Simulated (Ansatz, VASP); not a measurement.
# Sn3C: VASP beside Ansatz

File INCAR:

```
PREC     = Accurate       # precision mode
ENCUT    = 520            # plane-wave cutoff, eV
EDIFF    = 1E-7           # SCF threshold, eV
ISMEAR   = 0              # smearing method
SIGMA    = 0.1            # smearing width, eV
LREAL    = False          # projectors in reciprocal space
LASPH    = True           # aspherical terms in the spheres
NELM     = 80             # most SCF steps
ALGO     = Normal         # electronic algorithm
ISIF     = 2              # what is computed and relaxed
LWAVE    = False          # write WAVECAR
LCHARG   = True           # write CHGCAR
GGA      = PE             # functional
LELF     = True           # ELF
LVHAR    = True         
NBANDS   = 56             # bands
```

File KPOINTS:

```
regular mesh
0
Gamma
  4 4 4
```

The input POSCAR:

```
Sn3C
1.0
    5.7173911700      0.0000000000      0.0000000000
    0.0000000000      5.7173911700      0.0000000000
    0.0000000000      0.0000000000      5.7173911700
Sn C
6 2
Direct
    0.2500000000      0.0000000000      0.5000000000
    0.5000000000      0.7500000000      0.0000000000
    0.7500000000      0.0000000000      0.5000000000
    0.5000000000      0.2500000000      0.0000000000
    0.0000000000      0.5000000000      0.7500000000
    0.0000000000      0.5000000000      0.2500000000
    0.0000000000      0.0000000000      0.0000000000
    0.5000000000      0.5000000000      0.5000000000
```

Input for Ansatz:

```yaml
crystal:
  lattice:
    - [5.71739117, 0.0, 0.0]
    - [0.0, 5.71739117, 0.0]
    - [0.0, 0.0, 5.71739117]
  atoms:
    - { symbol: Sn, position: [0.25, 0.0, 0.5] }
    - { symbol: Sn, position: [0.5, 0.75, 0.0] }
    - { symbol: Sn, position: [0.75, 0.0, 0.5] }
    - { symbol: Sn, position: [0.5, 0.25, 0.0] }
    - { symbol: Sn, position: [0.0, 0.5, 0.75] }
    - { symbol: Sn, position: [0.0, 0.5, 0.25] }
    - { symbol: C, position: [0.0, 0.0, 0.0] }
    - { symbol: C, position: [0.5, 0.5, 0.5] }
basis:
  ecutwfc: 420
kpoints:
  mp_grid: { grid: [4, 4, 4] }
hamiltonian:
  xc: pbe
scf:
  occupations: { method: gaussian, width: 0.1 }
  lower_state_search: "off"
output:
  forces: true
  stress: true
  eigenvalues: true
```

Change from the starting cell: species swapped into the V3Pt type (Pm-3n, No. 223).

Alike in both runs: task single point; functional PBE; k mesh 4 × 4 × 4; occupations gaussian, width 0.1 eV; no spin polarisation.

```csv
,VASP,Ansatz
version,VASP 6.6.1,Ansatz 0.2.0
potentials or method,"VASP PAW PBE potentials, release 64 (Sn_d, C), cutoff 520 eV","scalar-relativistic, plane waves, PAW"
valence electrons in the cell,92,92
```

VASP gave:

```
gap on the k mesh at the Fermi level (eV) : none
pressure (GPa)                            : -0.2
```

What did Ansatz give for the same quantities?

gap on the k mesh at the Fermi level (eV): none; pressure (GPa): -0.1.

A gap of «none» marks a metal or a gap that the smearing closes.
